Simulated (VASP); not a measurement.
# Ru (P6_3/mmc) in VASP: a series of runs

The runs below take Ru through single point, with PBEsol+D3(BJ), RPBE, PBE, BLYP+D4.

Everything below comes from runs of VASP 6.6.1. Logs are shortened: lines on timing, memory, paths and dates and some standing lists are left out, and cuts for length are marked.

## 1. The cell of the first run

It takes space group P6_3/mmc (No. 194, hexagonal). Conventional cell: a = 2.669 Å, b = 2.669 Å, c = 4.224 Å, α = 90.00°, β = 90.00°, γ = 120.00°. Ru (site symmetry -6m2) has 12 Ru at 2.61 to 2.67 Å within 3.4 Å.

## 2. Single point, PBEsol+D3(BJ)

Contents of INCAR:

```
PREC = Accurate
ENCUT = 520
EDIFF = 1E-7
ISMEAR = -1
SIGMA = 0.05
LREAL = F
LASPH = T
NELM = 60
ALGO = Normal
ISIF = 2
LWAVE = F
LCHARG = F
GGA = PS
IVDW = 12
NBANDS = 21
```

Contents of KPOINTS:

```
Automatic mesh
0
Gamma
  11 11 6
```

Contents of POSCAR:

```
Ru
1.0
    2.6692306523      0.0000000000      0.0000000000
   -1.3346153261      2.3116215535      0.0000000000
    0.0000000000      0.0000000000      4.2240293924
Ru
2
Direct
    0.6666666667      0.3333333333      0.7500000000
    0.3333333333      0.6666666667      0.2500000000
```

Potentials or basis: VASP PAW PBE potentials, release 64 (Ru_pv).

Started as:

```bash
> cat potpaw_PBE.64/Ru_pv/POTCAR > POTCAR
> mpirun -np 1 vasp_std > vasp.out
```

OUTCAR:

```text
PREC = Accurate
   ENCUT = 520
   EDIFF = 1E-7
   ISMEAR = -1
   LREAL = F
   LASPH = T
   NELM = 60
   ISIF = 2
   GGA = PS
   IVDW = 12
 IVDW          = 12

 ion  position               nearest neighbor table
   1  0.667  0.333  0.750-   2 2.61   2 2.61   2 2.61   2 2.61   2 2.61   2 2.61
   2  0.333  0.667  0.250-   1 2.61   1 2.61   1 2.61   1 2.61   1 2.61   1 2.61

  LATTYP: Found a hexagonal cell.
 ALAT       =     2.6692306523
 C/A-ratio  =     1.5824894671

  Lattice vectors:

 A1 = (   2.6692306523,   0.0000000000,   0.0000000000)
 A2 = (  -1.3346153261,   2.3116215535,   0.0000000000)
 A3 = (   0.0000000000,   0.0000000000,   4.2240293924)

Analysis of symmetry for initial positions (statically):
=====================================================================
 Subroutine PRICEL returns:
 Original cell was already a primitive cell.

 Routine SETGRP: Setting up the symmetry group for a
 hexagonal supercell.

 Subroutine GETGRP returns: Found 24 space group operations
 (whereof 12 operations were pure point group operations)
 out of a pool of 24 trial point group operations.

The static configuration has the point symmetry D_3d.
 The point group associated with its full space group is D_6h.

Analysis of symmetry for dynamics (positions and initial velocities):
=====================================================================
 Subroutine PRICEL returns:
 Original cell was already a primitive cell.

 Routine SETGRP: Setting up the symmetry group for a
 hexagonal supercell.

 Subroutine GETGRP returns: Found 24 space group operations
 (whereof 12 operations were pure point group operations)
 out of a pool of 24 trial point group operations.

The dynamic configuration has the point symmetry D_3d.
 The point group associated with its full space group is D_6h.

 Subroutine INISYM returns: Found 24 space group operations
 (whereof 12 operations are pure point group operations),
 and found     1 'primitive' translations

----------------------------------------------------------------------------------------

                                     Primitive cell

  volume of cell :      26.0633

  direct lattice vectors                    reciprocal lattice vectors
     2.669230652  0.000000000  0.000000000     0.374639786  0.216298381  0.000000000
    -1.334615326  2.311621554  0.000000000     0.000000000  0.432596762  0.000000000
     0.000000000  0.000000000  4.224029392     0.000000000  0.000000000  0.236740777

  length of vectors
     2.669230652  2.669230652  4.224029392     0.432596762  0.432596762  0.236740777

  position of ions in fractional coordinates (direct lattice)
     0.666666667  0.333333333  0.750000000
     0.333333333  0.666666667  0.250000000

  ion indices of the primitive-cell ions
   primitive index   ion index
                 1           1
                 2           2

----------------------------------------------------------------------------------------

 KPOINTS: Automatic mesh

Automatic generation of k-mesh.
 Grid dimensions read from file:
 generate k-points for:   11   11    6

 Generating k-lattice:

  Cartesian coordinates                     Fractional coordinates (reciprocal lattice)
     0.034058162  0.019663489  0.000000000     0.090909091  0.000000000  0.000000000
     0.000000000  0.039326978  0.000000000     0.000000000  0.090909091  0.000000000
     0.000000000  0.000000000  0.039456796     0.000000000  0.000000000  0.166666667

  Length of vectors
     0.039326978  0.039326978  0.039456796

  Shift w.r.t. Gamma in fractional coordinates (k-lattice)
     0.000000000  0.000000000  0.000000000

 Subroutine IBZKPT returns following result:
 ===========================================

 Found     64 irreducible k-points:

 Following reciprocal coordinates:
            Coordinates               Weight
  0.000000  0.000000  0.000000      1.000000
  0.090909 -0.000000  0.000000      6.000000
  0.181818 -0.000000  0.000000      6.000000
  0.272727 -0.000000  0.000000      6.000000
  0.363636 -0.000000  0.000000      6.000000
  0.454545 -0.000000  0.000000      6.000000
[... 16 lines left out ...]
  0.090909  0.090909  0.166667     12.000000
  0.181818  0.090909  0.166667     24.000000
 [... further k-points ...]
   k-points           NKPTS =     64   k-points in BZ     NKDIM =     64   number of bands    NBANDS=     21
   number of dos      NEDOS =    301   number of ions     NIONS =      2
   total plane-waves  NPLWV =  12800
   dimension x,y,z NGX =    20 NGY =   20 NGZ =   32
   dimension x,y,z NGXF=    40 NGYF=   40 NGZF=   64
   ions per type =               2
   NGX,Y,Z   is equivalent  to a cutoff of  12.46, 12.46, 12.59 a.u.
   NGXF,Y,Z  is equivalent  to a cutoff of  24.91, 24.91, 25.19 a.u.
 SYSTEM =  unknown system
   PREC   = accura    normal or accurate (medium, high low for compatibility)
   ISTART =      0    job   : 0-new  1-cont  2-samecut
   ICHARG =      2    charge: 1-file 2-atom 10-const
[... 78 lines left out ...]
      4     -29.1072      2.00000
      5     -29.0448      2.00000
      6     -29.0032      2.00000
[... 13 lines left out ...]
     20      23.6980      0.00000
     21      24.2259      0.00000

 k-point     3 :       0.1818   -0.0000    0.0000
  band No.  band energies     occupation
      1     -30.1800      2.00000
      2     -29.4832      2.00000
      3     -29.3124      2.00000
      4     -29.2946      2.00000
      5     -29.0717      2.00000
      6     -29.0483      2.00000
[... 13 lines left out ...]
     20      23.6979      0.00000
     21      24.0625      0.00000

 k-point     4 :       0.2727   -0.0000    0.0000
  band No.  band energies     occupation
      1     -30.0444      2.00000
      2     -29.7248      2.00000
      3     -29.5298      2.00000
      4     -29.3869      2.00000
      5     -29.1228      2.00000
      6     -29.1098      2.00000
[... 13 lines left out ...]
     20      23.6975      0.00000
     21      23.8506      0.00000

 k-point     5 :       0.3636   -0.0000    0.0000
  band No.  band energies     occupation
      1     -29.9457      2.00000
      2     -29.8910      2.00000
      3     -29.7369      2.00000
      4     -29.4527      2.00000
      5     -29.2196      2.00000
      6     -29.1464      2.00000
[... 13 lines left out ...]
     20      23.6987      0.00000
     21      23.9859      0.00000

 k-point     6 :       0.4545   -0.0000    0.0000
  band No.  band energies     occupation
      1     -30.0763      2.00000
      2     -29.8566      2.00000
      3     -29.7692      2.00000
      4     -29.4909      2.00000
      5     -29.3076      2.00000
      6     -29.1688      2.00000
[... 13 lines left out ...]
     20      23.6958      0.00000
     21      24.7478      0.00000

 k-point     7 :       0.0909    0.0909    0.0000
  band No.  band energies     occupation
      1     -30.2097      2.00000
      2     -29.4101      2.00000
      3     -29.3306      2.00000
      4     -29.2047      2.00000
      5     -29.0737      2.00000
      6     -29.0333      2.00000
[... 13 lines left out ...]
     20      23.6980      0.00000
     21      24.1209      0.00000
[... 291 lines left out ...]
      1     -30.0422      2.00000
      2     -29.6695      2.00000
      3     -29.5770      2.00000
      4     -29.3686      2.00000
      5     -29.1340      2.00000
      6     -29.1287      2.00000
[... 13 lines left out ...]
     20      23.6976      0.00000
     21      25.5780      0.00000

 k-point    21 :       0.3636   -0.0000    0.1667
  band No.  band energies     occupation
      1     -30.0572      2.00000
      2     -29.8253      2.00000
      3     -29.6983      2.00000
      4     -29.4326      2.00000
      5     -29.2096      2.00000
      6     -29.1674      2.00000
[... 13 lines left out ...]
     20      23.6972      0.00000
     21      24.9708      0.00000

 k-point    22 :       0.4545   -0.0000    0.1667
  band No.  band energies     occupation
      1     -30.1409      2.00000
      2     -29.9309      2.00000
      3     -29.6544      2.00000
      4     -29.4698      2.00000
      5     -29.2784      2.00000
      6     -29.1909      2.00000
[... 13 lines left out ...]
     20      23.6951      0.00000
     21      24.4179      0.00000

 k-point    23 :       0.0909    0.0909    0.1667
  band No.  band energies     occupation
      1     -30.1452      2.00000
      2     -29.3871      2.00000
      3     -29.3369      2.00000
      4     -29.2473      2.00000
      5     -29.0892      2.00000
      6     -29.0633      2.00000
[... 13 lines left out ...]
     20      23.6979      0.00000
     21      25.5199      0.00000

 k-point    24 :       0.1818    0.0909    0.1667
  band No.  band energies     occupation
      1     -30.0650      2.00000
      2     -29.5728      2.00000
      3     -29.5169      2.00000
      4     -29.3363      2.00000
      5     -29.1414      2.00000
      6     -29.1028      2.00000
[... 13 lines left out ...]
     20      23.6976      0.00000
     21      25.5906      0.00000

 [... further k-points ...]

------------------------ aborting loop because EDIFF is reached ----------------------------------------

 Edisp (eV)   -1.23845

 E8    (eV) :    -0.8429

  FORCE on cell =-STRESS in cart. coord.  units (eV):
  Direction    XX          YY          ZZ          XY          YZ          ZX
  --------------------------------------------------------------------------------------
  -------------------------------------------------------------------------------------
  Total       0.03755     0.03755     0.10960     0.00000     0.00000     0.00000
  in kB       2.30839     2.30839     6.73711     0.00000     0.00000     0.00000
  external pressure =        3.78 kB  Pullay stress =        0.00 kB

 VOLUME and BASIS-vectors are now :
 -----------------------------------------------------------------------------
  energy-cutoff  :      520.00
  volume of cell :       26.06
      direct lattice vectors                 reciprocal lattice vectors
     2.669230652  0.000000000  0.000000000     0.374639786  0.216298381  0.000000000
    -1.334615326  2.311621554  0.000000000     0.000000000  0.432596762  0.000000000
     0.000000000  0.000000000  4.224029392     0.000000000  0.000000000  0.236740777

 POSITION                                       TOTAL-FORCE (eV/Angst)
 -----------------------------------------------------------------------------------
      1.33462      0.77054      3.16802         0.000000      0.000000      0.000000
     -0.00000      1.54108      1.05601        -0.000000     -0.000000      0.000000
 -----------------------------------------------------------------------------------
    total drift:                               -0.000000      0.000000     -0.000000

  FREE ENERGIE OF THE ION-ELECTRON SYSTEM (eV)
  ---------------------------------------------------
  free  energy   TOTEN  =       -21.5619280197 eV

  energy  without entropy=      -21.5459958513  energy(sigma->0) =      -21.55396194
```

Wall time 14 s (1 thread of Intel Xeon 6975P-C (Granite Rapids), shared host); peak memory 0.16 GiB.

Results:

```yaml
Free_energy: -21.5619 eV
Pressure: 0.4 GPa
Band_gap_on_the_k_mesh: zero (band 14 reaches 15.07 eV, above the bottom of band 15 at 11.79 eV)
Dispersion_energy_per_atom: -0.619 eV
```

Levels at points of the mesh, in eV from the Fermi level:
| k point | band 12 | band 13 | band 14 | band 15 | band 16 | band 17 |
| --- | --- | --- | --- | --- | --- | --- |
| (0.00, 0.00, 0.00) | -1.97 | -1.97 | -1.40 | -1.40 | 1.34 | 1.34 |
| (0.00, 0.00, 0.50) | -2.87 | -2.80 | -2.80 | 0.67 | 0.67 | 0.67 |

Caveat: the PAW data sets were made with another functional, which shifts forces and pressure a little; pairwise dispersion overbinds metals, which lowers pressure and volume.

## 3. Single point, RPBE

Contents of INCAR:

```
ALGO = Normal
EDIFF = 1E-6
ENCUT = 520
GGA = RP
ISIF = 2
ISMEAR = -1
LASPH = True
LCHARG = False
LREAL = False
LWAVE = False
NBANDS = 21
NELM = 80
PREC = Accurate
SIGMA = 0.05
```

Contents of KPOINTS:

```
k-points
0
Gamma
  11 11 6
```

POSCAR is that of step 2.

Potentials or basis: VASP PAW PBE potentials, release 64 (Ru_pv).

Started as:

```bash
> cat potpaw_PBE.64/Ru_pv/POTCAR > POTCAR
> mpirun -np 1 vasp_std > vasp.out
```

Run time: 12 s. Hardware: 1 thread of Intel Xeon 6975P-C (Granite Rapids), shared host; peak memory 0.15 GiB.

The run converged. Its results:

```
Free energy            : -17.0393 eV
Pressure               : 24.2 GPa
Band gap on the k mesh : zero (band 14 reaches 15.27 eV, above the bottom of band 15 at 12.01 eV)
```

Stress tensor (GPa, compression positive):
```
23.87  0.00  0.00
 0.00 23.87  0.00
 0.00  0.00 24.96
```

Levels at points of the mesh, in eV from the Fermi level:
```
           k point  band 10  band 11  band 12  band 13  band 14  band 15  band 16  band 17  band 18  band 19
(0.00, 0.00, 0.00)    -2.69    -2.50    -1.96    -1.96    -1.41    -1.41     1.32     1.32     1.43    10.53
(0.00, 0.00, 0.50)    -2.86    -2.86    -2.86    -2.76    -2.76     0.65     0.65     0.65     0.65    10.53
```

Caveat: the PAW data sets were made with another functional, which shifts forces and pressure a little.

## 4. Single point, PBE

This run uses another cell than the first one, of 13.57 Å³/atom, 1.042 times its volume.

Contents of INCAR:

```
SYSTEM = Ru
ALGO = Normal
EDIFF = 1E-7
ENCUT = 520
GGA = PE
ISIF = 2
ISMEAR = 0
LASPH = .TRUE.
LCHARG = .TRUE.
LELF = .TRUE.
LREAL = .FALSE.
LVHAR = .TRUE.
LWAVE = .FALSE.
NBANDS = 21
NELM = 80
PREC = Accurate
SIGMA = 0.027000000000000003
```

Contents of KPOINTS:

```
k-points
0
G
  11 11 6
  0 0 0
```

Contents of POSCAR:

```
Ru
1.0
    2.7058000000      0.0000000000      0.0000000000
   -1.3529000000      2.3432915376      0.0000000000
    0.0000000000      0.0000000000      4.2819000000
Ru
2
Direct
    0.6666666667      0.3333333333      0.7500000000
    0.3333333333      0.6666666667      0.2500000000
```

Started as:

```bash
> cat potpaw_PBE.64/Ru_pv/POTCAR > POTCAR
> mpirun -np 1 vasp_std > vasp.out
```

It took 19 s on 1 thread of Intel Xeon Platinum 8488C (Sapphire Rapids), shared host; peak memory 0.15 GiB.

The run converged. Its results:

```
Free energy            : -18.4511 eV
Pressure               : 4.4 GPa
Band gap on the k mesh : zero (band 14 reaches 14.34 eV, above the bottom of band 15 at 11.27 eV)
```

Stress tensor (GPa, compression positive):
```
4.48 0.00 0.00
0.00 4.48 0.00
0.00 0.00 4.32
```

Levels at points of the mesh, in eV from the Fermi level:
```
           k point  band 10  band 11  band 12  band 13  band 14  band 15  band 16  band 17  band 18  band 19
(0.00, 0.00, 0.00)    -2.54    -2.36    -1.86    -1.86    -1.33    -1.33     1.24     1.24     1.35    10.35
(0.00, 0.00, 0.50)    -2.70    -2.70    -2.70    -2.65    -2.65     0.60     0.60     0.60     0.60    10.48
```

## 5. Single point, PBE

This run uses another cell than the first one, of 13.57 Å³/atom, 1.042 times its volume.

Contents of INCAR:

```
PREC = Accurate
ENCUT = 520
EDIFF = 1E-7
ISMEAR = 0
SIGMA = 0.028000000000000004
LREAL = False
LASPH = True
NELM = 100
ALGO = Fast
ISIF = 2
LWAVE = False
LCHARG = False
GGA = PE
NBANDS = 21
```

Contents of KPOINTS:

```
regular mesh
0
Gamma
  11 11 6
```

POSCAR is that of step 4.

Started as:

```bash
> cat potpaw_PBE.64/Ru_pv/POTCAR > POTCAR
> mpirun -np 1 vasp_std > vasp.out
```

It took 21 s on 1 thread of Intel Xeon Platinum 8488C (Sapphire Rapids), shared host; peak memory 0.15 GiB.

The run converged. Its results:

| Quantity | Value |
| --- | --- |
| Free energy | -18.4511 eV |
| Pressure | 4.4 GPa |
| Band gap on the k mesh | zero (band 14 reaches 14.34 eV, above the bottom of band 15 at 11.27 eV) |

Stress tensor (GPa, compression positive):
```
4.49 0.00 0.00
0.00 4.49 0.00
0.00 0.00 4.32
```

Levels at points of the mesh, in eV from the Fermi level:
```csv
k point,band 12,band 13,band 14,band 15,band 16,band 17
"(0.00, 0.00, 0.00)",-1.86,-1.86,-1.33,-1.33,1.24,1.24
"(0.00, 0.00, 0.50)",-2.70,-2.65,-2.65,0.60,0.60,0.60
```

## 6. Single point, BLYP+D4

This run uses another cell than the first one, of 13.87 Å³/atom, 1.065 times its volume.

Contents of INCAR:

```
SYSTEM = Ru
PREC = Accurate
ENCUT = 520
EDIFF = 1E-6
ISMEAR = -1
SIGMA = 0.05
LREAL = .FALSE.
LASPH = .TRUE.
NELM = 80
ALGO = Normal
ISIF = 2
LWAVE = .FALSE.
LCHARG = .FALSE.
GGA = B5
ALDAX = 1.0
AGGAX = 1.0
AGGAC = 1.0
ALDAC = 0.0
IVDW = 13
VDW_S6 = 1.0
VDW_S8 = 2.34076671
VDW_A1 = 0.44488865
VDW_A2 = 4.0933009
NBANDS = 21
```

Contents of KPOINTS:

```
regular mesh
0
G
  11 11 6
  0 0 0
```

Contents of POSCAR:

```
Ru
1.0
    2.7266357527      0.0000000000      0.0000000000
   -1.3633178763      2.3613358287      0.0000000000
    0.0000000000      0.0000000000      4.3096647645
Ru
2
Direct
    0.6666666667      0.3333333333      0.7500000000
    0.3333333333      0.6666666667      0.2500000000
```

Potentials or basis: VASP PAW PBE potentials, release 64 (Ru_pv).

Started as:

```bash
> cat potpaw_PBE.64/Ru_pv/POTCAR > POTCAR
> mpirun -np 1 vasp_std > vasp.out
```

Run time: 25 s. Hardware: 1 thread of Intel Xeon Platinum 8488C (Sapphire Rapids), shared host; peak memory 0.15 GiB.

Results (log left out):

```yaml
Free_energy: -17.7813 eV
Pressure: 0.8 GPa
Band_gap_on_the_k_mesh: zero (band 14 reaches 14.40 eV, above the bottom of band 15 at 11.44 eV)
Dispersion_energy_per_atom: -0.988 eV
```

Stress tensor (GPa, compression positive):
```
0.71 0.00 0.00
0.00 0.71 0.00
0.00 0.00 0.83
```

Levels at points of the mesh, in eV from the Fermi level:
```
           k point  band 11  band 12  band 13  band 14  band 15  band 16  band 17  band 18
(0.00, 0.00, 0.00)    -2.28    -1.81    -1.81    -1.31    -1.31     1.19     1.19     1.66
(0.00, 0.00, 0.50)    -2.62    -2.62    -2.48    -2.48     0.56     0.56     0.56     0.56
```

Caveat: the PAW data sets were made with another functional, which shifts forces and pressure a little; pairwise dispersion overbinds metals, which lowers pressure and volume.

## 7. The runs side by side

| level | cell | smearing | gap on the mesh (eV) | pressure (GPa) |
| --- | --- | --- | --- | --- |
| PBEsol+D3(BJ) | a = 2.669, b = 2.669, c = 4.224 Å, angles 90.0, 90.0, 120.0°, 2 atoms | fermi-dirac 0.05 eV | none | 0.4 |
| RPBE | a = 2.669, b = 2.669, c = 4.224 Å, angles 90.0, 90.0, 120.0°, 2 atoms | fermi-dirac 0.05 eV | none | 24.2 |
| PBE | a = 2.706, b = 2.706, c = 4.282 Å, angles 90.0, 90.0, 120.0°, 2 atoms | gaussian 0.027 eV | none | 4.4 |
| PBE | a = 2.706, b = 2.706, c = 4.282 Å, angles 90.0, 90.0, 120.0°, 2 atoms | gaussian 0.028 eV | none | 4.4 |
| BLYP+D4 | a = 2.727, b = 2.727, c = 4.310 Å, angles 90.0, 90.0, 120.0°, 2 atoms | fermi-dirac 0.05 eV | none | 0.8 |

Alike in all rows: task single point; potentials or basis VASP PAW PBE potentials, release 64 (Ru_pv); no spin polarisation; k mesh 11 × 11 × 6; cutoff (eV) 520.

Caveats: the PAW data sets were made with another functional, which shifts forces and pressure a little (some runs); pairwise dispersion overbinds metals, which lowers pressure and volume (some runs).

Total energies depend on the potentials used, so only differences within one code and one set of settings carry meaning.
